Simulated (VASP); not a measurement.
# Br (I4/mmm) in VASP: single point with PBEsol

Aim: the single point of Br with PBEsol.

All numbers are computed with VASP 6.6.1; they aren't measurements. Logs are shortened: lines on timing, memory, paths and dates and some standing lists are left out, and cuts for length are marked.

## Step 1: The cell of the first run

Symmetry: I4/mmm, No. 139, tetragonal system. Conventional cell: a = 2.847 Å, b = 2.847 Å, c = 7.155 Å, α = 90.00°, β = 90.00°, γ = 90.00°. Br (site symmetry 4/mmm) has 4 Br at 2.85 Å within 3.8 Å.

## Step 2: Single point, PBEsol

INCAR

```
SYSTEM = Br
  ALGO = Normal
  EDIFF = 1E-6
  ENCUT = 520
  GGA = PS
  ISIF = 2
  ISMEAR = 1
  LASPH = .TRUE.
  LCHARG = .TRUE.
  LELF = .TRUE.
  LREAL = .FALSE.
  LVHAR = .TRUE.
  LWAVE = .FALSE.
  NBANDS = 10
  NELM = 60
  PREC = Accurate
  SIGMA = 0.02
```

KPOINTS

```
k-points
0
G
  11 11 11
  0 0 0
```

POSCAR

```
Br
1.0
   -1.4234917000      1.4234917000      3.5775173700
    1.4234917000     -1.4234917000      3.5775173700
    1.4234917000      1.4234917000     -3.5775173700
Br
1
Direct
    0.0000000000      0.0000000000      0.0000000000
```

Potentials or basis: VASP PAW PBE potentials, release 64 (Br).

Run with:

```sh
> cat potpaw_PBE.64/Br/POTCAR > POTCAR
> mpirun -np 1 vasp_std > vasp.out
```

OUTCAR:

```text
SYSTEM = Br
   EDIFF = 1E-6
   ENCUT = 520
   GGA = PS
   ISIF = 2
   ISMEAR = 1
   LASPH = .TRUE.
   LREAL = .FALSE.
   NELM = 60
   PREC = Accurate

 ion  position               nearest neighbor table
   1  0.000  0.000  0.000-

  LATTYP: Found a body centered tetragonal cell.
 ALAT       =     2.8469834000
 C/A-ratio  =     2.5131986158

  Lattice vectors:

 A1 = (  -1.4234917000,   1.4234917000,   3.5775173700)
 A2 = (   1.4234917000,  -1.4234917000,   3.5775173700)
 A3 = (   1.4234917000,   1.4234917000,  -3.5775173700)

Analysis of symmetry for initial positions (statically):
=====================================================================
 Subroutine PRICEL returns:
 Original cell was already a primitive cell.

 Routine SETGRP: Setting up the symmetry group for a
 body centered tetragonal supercell.

 Subroutine GETGRP returns: Found 16 space group operations
 (whereof 16 operations were pure point group operations)
 out of a pool of 16 trial point group operations.

The static configuration has the point symmetry D_4h.

Analysis of symmetry for dynamics (positions and initial velocities):
=====================================================================
 Subroutine PRICEL returns:
 Original cell was already a primitive cell.

 Routine SETGRP: Setting up the symmetry group for a
 body centered tetragonal supercell.

 Subroutine GETGRP returns: Found 16 space group operations
 (whereof 16 operations were pure point group operations)
 out of a pool of 16 trial point group operations.

The dynamic configuration has the point symmetry D_4h.

 Subroutine INISYM returns: Found 16 space group operations
 (whereof 16 operations are pure point group operations),
 and found     1 'primitive' translations

----------------------------------------------------------------------------------------

                                     Primitive cell

  volume of cell :      28.9969

  direct lattice vectors                    reciprocal lattice vectors
    -1.423491700  1.423491700  3.577517370     0.000000000  0.351248975  0.139761725
     1.423491700 -1.423491700  3.577517370     0.351248975  0.000000000  0.139761725
     1.423491700  1.423491700 -3.577517370     0.351248975  0.351248975  0.000000000

  length of vectors
     4.105032006  4.105032006  4.105032006     0.378033308  0.378033308  0.496741064

  position of ions in fractional coordinates (direct lattice)
     0.000000000  0.000000000  0.000000000

  ion indices of the primitive-cell ions
   primitive index   ion index
                 1           1

----------------------------------------------------------------------------------------

 KPOINTS: k-points

Automatic generation of k-mesh.
 Grid dimensions read from file:
 generate k-points for:   11   11   11

 Generating k-lattice:

  Cartesian coordinates                     Fractional coordinates (reciprocal lattice)
     0.000000000  0.031931725  0.012705611     0.090909091  0.000000000 -0.000000000
     0.031931725  0.000000000  0.012705611     0.000000000  0.090909091 -0.000000000
     0.031931725  0.031931725  0.000000000     0.000000000  0.000000000  0.090909091

  Length of vectors
     0.034366664  0.034366664  0.045158279

  Shift w.r.t. Gamma in fractional coordinates (k-lattice)
     0.000000000  0.000000000  0.000000000

 Subroutine IBZKPT returns following result:
 ===========================================

 Found    126 irreducible k-points:

 Following reciprocal coordinates:
            Coordinates               Weight
  0.000000  0.000000  0.000000      1.000000
  0.090909 -0.000000  0.000000      8.000000
  0.181818 -0.000000  0.000000      8.000000
  0.272727  0.000000  0.000000      8.000000
  0.363636 -0.000000  0.000000      8.000000
  0.454545 -0.000000  0.000000      8.000000
[... 16 lines left out ...]
 -0.272727  0.181818 -0.000000     16.000000
 -0.181818  0.181818  0.000000      4.000000
 [... further k-points ...]
   k-points           NKPTS =    126   k-points in BZ     NKDIM =    126   number of bands    NBANDS=     10
   number of dos      NEDOS =    301   number of ions     NIONS =      1
   total plane-waves  NPLWV =  32768
   dimension x,y,z NGX =    32 NGY =   32 NGZ =   32
   dimension x,y,z NGXF=    64 NGYF=   64 NGZF=   64
   ions per type =               1
   NGX,Y,Z   is equivalent  to a cutoff of  12.96, 12.96, 12.96 a.u.
   NGXF,Y,Z  is equivalent  to a cutoff of  25.92, 25.92, 25.92 a.u.
 SYSTEM =  Br
   PREC   = accura    normal or accurate (medium, high low for compatibility)
   ISTART =      0    job   : 0-new  1-cont  2-samecut
   ICHARG =      2    charge: 1-file 2-atom 10-const
   ISPIN  =      1    spin polarized calculation?
   LNONCOLLINEAR =      F non collinear calculations
   LSORBIT =      F    spin-orbit coupling
   LASPH  =      T    aspherical Exc in radial PAW
   ENCUT  =  520.0 eV  38.22 Ry    6.18 a.u.   7.63  7.63  7.63*2*pi/ulx,y,z
   NELM   =     60;   NELMIN=  2; NELMDL= -5     # of ELM steps
   EDIFF  = 0.1E-05   stopping-criterion for ELM
   LREAL  =      F    real-space projection
   EDIFFG = 0.1E-04   stopping-criterion for IOM
   NSW    =      0    number of steps for IOM
   IBRION =     -1    ionic relax: 0-MD 1-quasi-New 2-CG
   NFREE  =      0    steps in history (QN), initial steepest desc. (CG)
   ISIF   =      2    stress and relaxation
   ISYM   =      2    0-nonsym 1-usesym 2-fastsym
   POTIM  = 0.5000    time-step for ionic-motion
   TEBEG  =    0.0;   TEEND  =   0.0 temperature during run
   PSTRESS=    0.0 pullay stress
   NELECT =       7.0000    total number of electrons
   NUPDOWN=      -1.0000    fix difference up-down
   EMIN   =  10.00;   EMAX   =-10.00  energy-range for DOS
   EFERMI =   0.00;   METHOD = LEGACY
   ISMEAR =     1;   SIGMA  =   0.02  broadening in eV -4-tet -1-fermi 0-gaus
   EFERMI_NEDOS =   21; number of points for ismear=-14 and -15
   IALGO  =     38    algorithm
   IMIX   =      4    mixing-type and parameters
     AMIX     =   0.40;   BMIX     =  1.00
     AMIX_MAG =   1.60;   BMIX_MAG =  1.00
  volume/ion in A,a.u.               =      29.00       195.68
  Fermi-wavevector in a.u.,A,eV,Ry     =   1.019351  1.926294 14.137486  1.039076
  Thomas-Fermi vector in A             =   2.152860
   LORBIT       =      0    0 simple, 1 ext, 2 COOP (PROOUT), +10 PAW based schemes
   GGA     = PS    functional components
   LHFCALC =     F    Hartree Fock is set to
   AEXX    =    0.0000 exact exchange contribution
   IVDW    =     0    specifies the selected vdW correction
   LEPSILON=     F    determine dielectric tensor
   LRPA    =     F    only Hartree local field effects (RPA)
 non-spin polarized calculation
 Methfessel and Paxton  Order N= 1 SIGMA  =   0.02
  energy-cutoff  :      520.00
  volume of cell :       29.00
 maximum number of plane-waves:       799
   NGX = 15   NGY = 15   NGZ = 15

 number of electron       7.0000000 magnetization

 Free energy of the ion-electron system (eV)
  ---------------------------------------------------
  ext. energy  EPLUGINS =         0.00000000
  ---------------------------------------------------
  free energy    TOTEN  =        -1.71166405 eV

  energy without entropy =       -1.71174205  energy(sigma->0) =       -1.71169005

 E-fermi :   1.4155     XC(G=0):  -8.8432

 val. band max:        1.3900322038   @ k =  -0.3636  -0.3636   0.2727
 cond. band min:       1.4294212324   @ k =  -0.0909  -0.1818   0.0909
 fundamental gap:      0.0393890285
 Fermi energy:         1.4155247837

 k-point     1 :       0.0000    0.0000    0.0000
  band No.  band energies     occupation
      1     -14.9433      2.00000
      2      -0.9494      2.00000
      3       2.2947      0.00000
      4       2.2947      0.00000
      5       6.5776      0.00000
      6      11.1260      0.00000
      7      11.5353      0.00000
      8      17.1878      0.00000
      9      17.1878      0.00000
     10      17.6270      0.00000

 k-point     2 :       0.0909   -0.0000    0.0000
  band No.  band energies     occupation
      1     -14.8405      2.00000
      2      -0.9408      2.00000
      3       1.4476     -0.04574
      4       2.3576      0.00000
      5       6.8961      0.00000
      6      11.4026      0.00000
      7      12.3802      0.00000
      8      14.9153      0.00000
      9      17.3529      0.00000
     10      18.7114      0.00000

 k-point     3 :       0.1818   -0.0000    0.0000
  band No.  band energies     occupation
      1     -14.5467      2.00000
      2      -0.9338      2.00000
      3      -0.2649      2.00000
      4       2.5324      0.00000
      5       7.6358      0.00000
      6      11.7092      0.00000
      7      12.6568      0.00000
      8      14.7945      0.00000
      9      17.8273      0.00000
     10      19.3856      0.00000

 k-point     4 :       0.2727    0.0000    0.0000
  band No.  band energies     occupation
      1     -14.1123      2.00000
      2      -2.1467      2.00000
      3      -0.7613      2.00000
      4       2.7774      0.00000
      5       8.3327      0.00000
      6      11.3009      0.00000
      7      12.2611      0.00000
      8      17.2911      0.00000
      9      18.2307      0.00000
     10      18.9680      0.00000
[... 222 lines left out ...]
 k-point    22 :      -0.3636    0.1818   -0.0000
  band No.  band energies     occupation
      1     -13.3046      2.00000
      2      -3.1971      2.00000
      3      -0.1212      2.00000
      4       0.6830      2.00000
      5       8.8721      0.00000
      6      10.5220      0.00000
      7      12.7148      0.00000
      8      14.8551      0.00000
      9      16.4932      0.00000
     10      20.6783      0.00000

 k-point    23 :      -0.2727    0.1818   -0.0000
  band No.  band energies     occupation
      1     -13.7676      2.00000
      2      -1.7527      2.00000
      3      -0.2249      2.00000
      4       0.3574      2.00000
      5       8.6602      0.00000
      6      11.0772      0.00000
      7      13.4836      0.00000
      8      13.9220      0.00000
      9      16.2147      0.00000
     10      18.9211      0.00000

 k-point    24 :      -0.1818    0.1818    0.0000
  band No.  band energies     occupation
      1     -14.1869      2.00000
      2      -0.4256      2.00000
      3      -0.0459      2.00000
      4       0.0917      2.00000
      5       7.9609      0.00000
      6      12.8845      0.00000
      7      13.0894      0.00000
      8      14.4501      0.00000
      9      15.2265      0.00000
     10      17.5542      0.00000

 [... further k-points ...]
[... 5 lines left out ...]
  --------------------------------------------------------------------------------------
  -------------------------------------------------------------------------------------
  Total       -0.3079871     -0.3079871      0.0017980      0.0000000     -0.0000000      0.0000000
  in kB      -17.0173325    -17.0173325      0.0993431      0.0000000     -0.0000000      0.0000000
  external PRESSURE =     -11.3117740 kB  Pullay stress =       0.0000000 kB

 VOLUME and BASIS-vectors are now :
 -----------------------------------------------------------------------------
  energy-cutoff  :      520.00
  volume of cell :       29.00
      direct lattice vectors                 reciprocal lattice vectors
    -1.423491700  1.423491700  3.577517370     0.000000000  0.351248975  0.139761725
     1.423491700 -1.423491700  3.577517370     0.351248975  0.000000000  0.139761725
     1.423491700  1.423491700 -3.577517370     0.351248975  0.351248975  0.000000000

 POSITION                                       TOTAL-FORCE (eV/Angst)
 -----------------------------------------------------------------------------------
      0.00000      0.00000      0.00000         0.000000      0.000000      0.000000
 -----------------------------------------------------------------------------------
    total drift:                               -0.000000     -0.000000      0.000000

  FREE ENERGIE OF THE ION-ELECTRON SYSTEM (eV)
  ---------------------------------------------------
  free  energy   TOTEN  =        -1.7116640517 eV

  energy  without entropy=       -1.7117420494  energy(sigma->0) =       -1.71169005
```

Run time: 14 s. Hardware: 1 thread of Intel Xeon 6975P-C (Granite Rapids), shared host; peak memory 0.18 GiB.

Results:

- Free energy: -1.7117 eV
- Pressure: -1.1 GPa

Caveat: the PAW data sets were made with another functional, which shifts forces and pressure a little; an odd number of electrons without spin polarisation forces a metal; a magnetic or distorted state may lie lower.
